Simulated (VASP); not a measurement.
# Si12O23 (a cell with a defect) (V_O) in VASP: single point with PBE

Aim: the single point of Si12O23 (a cell with a defect) (V_O) with PBE.

All numbers are computed with VASP 6.6.1; they aren't measurements. Logs are shortened: lines on timing, memory, paths and dates and some standing lists are left out, and cuts for length are marked.

## 1. The cell of the first run

The cell holds a defect, 35 atoms: a = 7.454 Å, b = 7.454 Å, c = 10.042 Å, α = 70.32°, β = 70.32°, γ = 71.37°.

## 2. Single point, PBE

The input, INCAR:

```
SYSTEM = Si12O23
PREC = Accurate
ENCUT = 520
EDIFF = 1E-6
ISMEAR = -1
SIGMA = 0.01
LREAL = Auto
LASPH = .TRUE.
NELM = 120
ALGO = Normal
ISIF = 2
LWAVE = .FALSE.
LCHARG = .TRUE.
GGA = PE
LELF = .TRUE.
LVHAR = .TRUE.
NBANDS = 116
GGA_COMPAT = .FALSE.
```

The input, KPOINTS:

```
Automatic mesh
0
Gamma
  2 2 2
  0.5 0.5 0.5
```

The input, POSCAR:

```
Si12O23
1.0
   -2.5104095144      4.3481568267      5.5092742089
    5.0208190287      0.0000000000      5.5092742089
    5.0208190287      8.6963136534      0.0000000000
Si O
12 23
Direct
    0.4023334857      0.9395152575      0.0288919787
    0.8706075325      0.4250070344      0.3170301913
   -0.0048781751     -0.0006281405      0.2593862987
    0.4999525226      0.5050353194      0.0037106020
    0.1072698068      0.5713939580      0.4587849040
    0.5897113835      0.0852994085      0.1996483996
    0.4153411194      0.9198777251      0.5255062287
    0.9105686852      0.4202622661      0.7970131346
    0.0008157462     -0.0126921431      0.7593138470
    0.5402708632      0.4894394998      0.4749191393
    0.0693682686      0.5724427397      0.9831018124
    0.5919655995      0.0754301074      0.6967993215
    0.0185004683      0.4558728341      0.3934376892
    0.5504777844      0.9922931021      0.0900250063
    0.0625821146      0.8057055651      0.3831858845
    0.5735664733      0.3196174297      0.1316225771
    0.1762409120      0.0182898760      0.1127276825
    0.3462603047      0.4885138498      0.4303842963
    0.8097347334      0.9776033781      0.2194674316
    0.4568083998      0.7025707538      0.0555350022
    0.9295005888      0.1910497606      0.3230342727
    0.4285745973      0.0513511946      0.3572539313
    0.9196214451      0.5536210932      0.1463662803
    0.0191070942      0.4459194216      0.9026881402
    0.5586121831      0.9683943814      0.5934186202
    0.0410313213      0.8036263909      0.8980243771
    0.5651261549      0.3093328155      0.6215041120
    0.1896890349     -0.0277115207      0.6193161658
    0.6732995399      0.5065872599      0.8509840196
    0.2990274361      0.4833883647      0.9860868393
    0.8125480522      0.9781762227      0.7169025771
    0.4925998670      0.6899003636      0.5257692660
    0.9568801259      0.1887184526      0.8059349965
    0.4312011207      0.0446019135      0.8548875149
    0.9979746822      0.5415437358      0.6320689729
```

Potentials or basis: VASP PAW PBE potentials, release 64 (Si, O).

On the command line:

```sh
$ cat potpaw_PBE.64/Si/POTCAR potpaw_PBE.64/O/POTCAR > POTCAR
$ mpirun -np 1 vasp_std > vasp.out
```

OUTCAR:

```text
SYSTEM = Si12O23
   PREC = Accurate
   ENCUT = 520
   EDIFF = 1E-6
   ISMEAR = -1
   LREAL = Auto
   LASPH = .TRUE.
   NELM = 120
   ISIF = 2
   GGA = PE

 ion  position               nearest neighbor table
   1  0.402  0.940  0.029-  17 1.62  34 1.63  14 1.63  20 1.63  12 3.10   3 3.14   6 3.15
   2  0.871  0.425  0.317-  23 1.64  21 1.64  13 1.65  10 2.44  11 3.14
   3  0.995  0.999  0.259-  15 1.62  21 1.63  17 1.63  19 1.63   6 3.10   1 3.14
   4  0.500  0.505  0.004-  20 1.63  30 1.63  16 1.63  29 1.64   8 3.07   6 3.08
   5  0.107  0.571  0.459-  35 1.63  15 1.63  13 1.63  18 1.65  10 3.14
   6  0.590  0.085  0.200-  14 1.62  19 1.63  16 1.63  22 1.63   7 3.06   4 3.08   3 3.10   1 3.15

   7  0.415  0.920  0.526-  28 1.62  32 1.62  25 1.62  22 1.63   6 3.06  12 3.14
   8  0.911  0.420  0.797-  35 1.62  24 1.62  33 1.63  29 1.64   4 3.07
   9  0.001  0.987  0.759-  33 1.62  31 1.62  26 1.62  28 1.63  12 3.14
  10  0.540  0.489  0.475-  32 1.63  27 1.64  18 1.65   2 2.44  12 3.13   5 3.14
  11  0.069  0.572  0.983-  24 1.62  26 1.63  23 1.63  30 1.63   2 3.14
  12  0.592  0.075  0.697-  31 1.62  25 1.62  27 1.63  34 1.63   1 3.10  10 3.13   9 3.14   7 3.14

  13  0.019  0.456  0.393-   5 1.63   2 1.65
  14  0.550  0.992  0.090-   6 1.62   1 1.63
  15  0.063  0.806  0.383-   3 1.62   5 1.63
  16  0.574  0.320  0.132-   6 1.63   4 1.63
  17  0.176  0.018  0.113-   1 1.62   3 1.63
  18  0.346  0.489  0.430-   5 1.65  10 1.65
[... 15 lines left out ...]
  34  0.431  0.045  0.855-   1 1.63  12 1.63
  35  0.998  0.542  0.632-   8 1.62   5 1.63

  LATTYP: Found a base centered monoclinic cell.
 ALAT       =    12.1085520585
 B/A-ratio  =     0.7181959999
 C/A-ratio  =     0.8293013078
 COS(beta)  =    -0.4146506539

  Lattice vectors:

 A1 = (   2.5104095144,  -4.3481568267,  -5.5092742089)
 A2 = (  -5.0208190287,   0.0000000000,  -5.5092742089)
 A3 = (   5.0208190287,   8.6963136534,   0.0000000000)

Analysis of symmetry for initial positions (statically):
=====================================================================
 Subroutine PRICEL returns:
 Original cell was already a primitive cell.

 Routine SETGRP: Setting up the symmetry group for a
 base centered monoclinic supercell.

 Subroutine GETGRP returns: Found  1 space group operations
 (whereof  1 operations were pure point group operations)
 out of a pool of  4 trial point group operations.

The static configuration has the point symmetry C_1 .

Analysis of symmetry for dynamics (positions and initial velocities):
=====================================================================
 Subroutine PRICEL returns:
 Original cell was already a primitive cell.

 Routine SETGRP: Setting up the symmetry group for a
 base centered monoclinic supercell.

 Subroutine GETGRP returns: Found  1 space group operations
 (whereof  1 operations were pure point group operations)
 out of a pool of  4 trial point group operations.

The dynamic configuration has the point symmetry C_1 .

 Subroutine INISYM returns: Found  1 space group operations
 (whereof  1 operations are pure point group operations),
 and found     1 'primitive' translations

----------------------------------------------------------------------------------------

                                     Primitive cell

  volume of cell :     481.0987

  direct lattice vectors                    reciprocal lattice vectors
    -2.510409514  4.348156827  5.509274209    -0.099585346  0.057495626  0.090756056
     5.020819029  0.000000000  5.509274209     0.099585346 -0.057495626  0.090756056
     5.020819029  8.696313653  0.000000000     0.049792673  0.086243439 -0.045378028

  length of vectors
     7.453906763  7.453906763 10.041638057     0.146491126  0.146491126  0.109436770

  position of ions in fractional coordinates (direct lattice)
     0.402333486  0.939515257  0.028891979
     0.870607533  0.425007034  0.317030191
     0.995121825  0.999371860  0.259386299
     0.499952523  0.505035319  0.003710602
     0.107269807  0.571393958  0.458784904
     0.589711384  0.085299408  0.199648400
[... 27 lines left out ...]
     0.431201121  0.044601914  0.854887515
     0.997974682  0.541543736  0.632068973

  ion indices of the primitive-cell ions
   primitive index   ion index
                 1           1
                 2           2
                 3           3
                 4           4
                 5           5
                 6           6
[... 27 lines left out ...]
                34          34
                35          35

----------------------------------------------------------------------------------------

 KPOINTS: Automatic mesh

Automatic generation of k-mesh.
 Grid dimensions read from file:
 generate k-points for:    2    2    2

 Generating k-lattice:

  Cartesian coordinates                     Fractional coordinates (reciprocal lattice)
    -0.049792673  0.028747813  0.045378028     0.500000000  0.000000000  0.000000000
     0.049792673 -0.028747813  0.045378028     0.000000000  0.500000000 -0.000000000
     0.024896336  0.043121720 -0.022689014     0.000000000  0.000000000  0.500000000

  Length of vectors
     0.073245563  0.073245563  0.054718385

  Shift w.r.t. Gamma in fractional coordinates (k-lattice)
     0.500000000  0.500000000  0.500000000

 Subroutine IBZKPT returns following result:
 ===========================================

 Found      4 irreducible k-points:

 Following reciprocal coordinates:
            Coordinates               Weight
  0.250000  0.250000  0.250000      2.000000
 -0.250000  0.250000  0.250000      2.000000
 -0.250000  0.250000 -0.250000      2.000000
 -0.250000 -0.250000  0.250000      2.000000
   k-points           NKPTS =      4   k-points in BZ     NKDIM =      4   number of bands    NBANDS=    116
   number of dos      NEDOS =    301   number of ions     NIONS =     35
   total plane-waves  NPLWV = 250880
   dimension x,y,z NGX =    56 NGY =   56 NGZ =   80
   dimension x,y,z NGXF=   112 NGYF=  112 NGZF=  160
   ions per type =              12  23
   NGX,Y,Z   is equivalent  to a cutoff of  12.49, 12.49, 13.24 a.u.
   NGXF,Y,Z  is equivalent  to a cutoff of  24.98, 24.98, 26.49 a.u.
 SYSTEM =  Si12O23
   PREC   = accura    normal or accurate (medium, high low for compatibility)
   ISTART =      0    job   : 0-new  1-cont  2-samecut
   ICHARG =      2    charge: 1-file 2-atom 10-const
   ISPIN  =      1    spin polarized calculation?
   LNONCOLLINEAR =      F non collinear calculations
   LSORBIT =      F    spin-orbit coupling
   LASPH  =      T    aspherical Exc in radial PAW
   ENCUT  =  520.0 eV  38.22 Ry    6.18 a.u.  13.86 13.86 18.67*2*pi/ulx,y,z
   NELM   =    120;   NELMIN=  2; NELMDL= -5     # of ELM steps
   EDIFF  = 0.1E-05   stopping-criterion for ELM
   LREAL  =      T    real-space projection
   EDIFFG = 0.1E-04   stopping-criterion for IOM
   NSW    =      0    number of steps for IOM
   IBRION =     -1    ionic relax: 0-MD 1-quasi-New 2-CG
   NFREE  =      0    steps in history (QN), initial steepest desc. (CG)
   ISIF   =      2    stress and relaxation
   ISYM   =      2    0-nonsym 1-usesym 2-fastsym
   POTIM  = 0.5000    time-step for ionic-motion
   TEBEG  =    0.0;   TEEND  =   0.0 temperature during run
   PSTRESS=    0.0 pullay stress
   NELECT =     186.0000    total number of electrons
   NUPDOWN=      -1.0000    fix difference up-down
   EMIN   =  10.00;   EMAX   =-10.00  energy-range for DOS
   EFERMI =   0.00;   METHOD = LEGACY
   ISMEAR =    -1;   SIGMA  =   0.01  broadening in eV -4-tet -1-fermi 0-gaus
   EFERMI_NEDOS =   21; number of points for ismear=-14 and -15
   IALGO  =     38    algorithm
   IMIX   =      4    mixing-type and parameters
     AMIX     =   0.40;   BMIX     =  1.00
     AMIX_MAG =   1.60;   BMIX_MAG =  1.00
  volume/ion in A,a.u.               =      13.75        92.76
  Fermi-wavevector in a.u.,A,eV,Ry     =   1.192617  2.253720 19.352056  1.422336
  Thomas-Fermi vector in A             =   2.328651
   LORBIT       =      0    0 simple, 1 ext, 2 COOP (PROOUT), +10 PAW based schemes
   GGA     = PE    functional components
   LHFCALC =     F    Hartree Fock is set to
   AEXX    =    0.0000 exact exchange contribution
   IVDW    =     0    specifies the selected vdW correction
   LEPSILON=     F    determine dielectric tensor
   LRPA    =     F    only Hartree local field effects (RPA)
 non-spin polarized calculation
  energy-cutoff  :      520.00
  volume of cell :      481.10
 maximum number of plane-waves:     12962
   NGX = 27   NGY = 27   NGZ = 37

 number of electron     185.9999981 magnetization

 Free energy of the ion-electron system (eV)
  ---------------------------------------------------
  ext. energy  EPLUGINS =         0.00000000
  ---------------------------------------------------
  free energy    TOTEN  =      -274.51711435 eV

  energy without entropy =     -274.51711435  energy(sigma->0) =     -274.51711435

 E-fermi :   1.2997     XC(G=0):  -8.7946

 val. band max:        0.9866935276   @ k =  -0.2500   0.2500   0.2500
 cond. band min:       6.7489688465   @ k =   0.2500   0.2500   0.2500
 fundamental gap:      5.7622753190
 Fermi energy:         1.2997126399

 k-point     1 :       0.2500    0.2500    0.2500
  band No.  band energies     occupation
      1     -18.5407      2.00000
      2     -18.1826      2.00000
      3     -18.1226      2.00000
      4     -17.9941      2.00000
      5     -17.9513      2.00000
      6     -17.8304      2.00000
[... 97 lines left out ...]
    104       9.5409      0.00000
    105       9.7552      0.00000

 k-point     2 :      -0.2500    0.2500    0.2500
  band No.  band energies     occupation
      1     -18.4537      2.00000
      2     -18.2451      2.00000
      3     -18.2063      2.00000
      4     -18.1074      2.00000
      5     -17.8860      2.00000
      6     -17.7390      2.00000
[... 97 lines left out ...]
    104       9.6284      0.00000
    105       9.7027      0.00000

 k-point     3 :      -0.2500    0.2500   -0.2500
  band No.  band energies     occupation
      1     -18.4472      2.00000
      2     -18.2612      2.00000
      3     -18.1998      2.00000
      4     -18.1014      2.00000
      5     -17.9292      2.00000
      6     -17.7556      2.00000
[... 97 lines left out ...]
    104       9.6582      0.00000
    105       9.8005      0.00000

 k-point     4 :      -0.2500   -0.2500    0.2500
  band No.  band energies     occupation
      1     -18.4546      2.00000
      2     -18.3441      2.00000
      3     -18.1602      2.00000
      4     -18.0535      2.00000
      5     -17.8381      2.00000
      6     -17.7215      2.00000
[... 97 lines left out ...]
    104       9.6584      0.00000
    105       9.7555      0.00000
 [bands above 105 left out]

------------------------ aborting loop because EDIFF is reached ----------------------------------------

  FORCE on cell =-STRESS in cart. coord.  units (eV):
  Direction    XX          YY          ZZ          XY          YZ          ZX
  --------------------------------------------------------------------------------------
  -------------------------------------------------------------------------------------
  Total       -5.5829963      1.3408227     -2.9534979      0.9180864     -1.6637334      3.6652847
  in kB      -18.5927562      4.4652705     -9.8358772      3.0574544     -5.5406431     12.2063029
  external PRESSURE =      -7.9877876 kB  Pullay stress =       0.0000000 kB

 VOLUME and BASIS-vectors are now :
 -----------------------------------------------------------------------------
  energy-cutoff  :      520.00
  volume of cell :      481.10
      direct lattice vectors                 reciprocal lattice vectors
    -2.510409514  4.348156827  5.509274209    -0.099585346  0.057495626  0.090756056
     5.020819029  0.000000000  5.509274209     0.099585346 -0.057495626  0.090756056
     5.020819029  8.696313653  0.000000000     0.049792673  0.086243439 -0.045378028

 POSITION                                       TOTAL-FORCE (eV/Angst)
 -----------------------------------------------------------------------------------
      3.85218      2.00066      7.39261         0.003809     -0.008361     -0.000949
      1.54005      6.54253      7.13790         0.057960      0.009136     -0.051951
      3.82183      6.58265     10.98821         0.013461      0.020920      0.007391
      1.29924      2.20614      5.53675         0.019722      0.003894     -0.001178
      4.90305      4.45616      3.73894        -0.001193      0.003526      0.012870
     -0.04975      4.30036      3.71882        -0.017761     -0.004788      0.001560
[... 27 lines left out ...]
      3.43368      9.30930      2.62133        -0.011557      0.007532      0.002176
      3.38717      9.83602      8.48163        -0.008254     -0.000420     -0.006052
 -----------------------------------------------------------------------------------
    total drift:                               -0.000989      0.008372     -0.002810

  FREE ENERGIE OF THE ION-ELECTRON SYSTEM (eV)
  ---------------------------------------------------
  free  energy   TOTEN  =      -274.5171143488 eV

  energy  without entropy=     -274.5171143488  energy(sigma->0) =     -274.51711435
```

Wall time 13 min (1 thread of Intel Xeon 8259CL, shared host); peak memory 0.58 GiB.

Results:

```yaml
Free_energy: -274.5171 eV
Pressure: -0.8 GPa
Largest_force: 0.080 eV/Å
Band_gap_on_the_k_mesh: 5.76 eV
```

Forces in eV/Å, atoms in the order of the input:
```
Si   0.004 -0.008 -0.001
Si   0.058  0.009 -0.052
Si   0.013  0.021  0.007
Si   0.020  0.004 -0.001
Si  -0.001  0.004  0.013
Si  -0.018 -0.005  0.002
Si  -0.004  0.003 -0.022
Si  -0.017  0.007  0.006
Si  -0.005  0.009  0.005
Si  -0.051  0.013  0.061
Si   0.004  0.006 -0.010
Si  -0.010 -0.005  0.003
O    0.009  0.001  0.011
O    0.018 -0.004 -0.001
O   -0.011 -0.017 -0.010
O   -0.009  0.000  0.000
O   -0.003  0.014 -0.007
O    0.006  0.001 -0.020
O    0.008  0.004  0.004
O   -0.004 -0.023  0.002
O   -0.015 -0.014  0.002
O   -0.010  0.000  0.000
O   -0.011 -0.001  0.006
O    0.005 -0.016 -0.004
O    0.015 -0.002 -0.002
O   -0.007 -0.006 -0.006
O   -0.013 -0.002 -0.018
O    0.006  0.017 -0.001
O   -0.002  0.002 -0.006
O    0.014  0.009  0.010
O    0.012 -0.002  0.007
O    0.018 -0.012  0.014
O    0.002 -0.012  0.013
O   -0.012  0.008  0.002
O   -0.008  0.000 -0.006
```

Levels at points of the mesh, in eV from the valence-band top:
```csv
k point,band 91,band 92,band 93,band 94,band 95,band 96
"(0.25, 0.25, 0.25)",-0.55,-0.45,-0.03,5.76,6.36,6.52
```
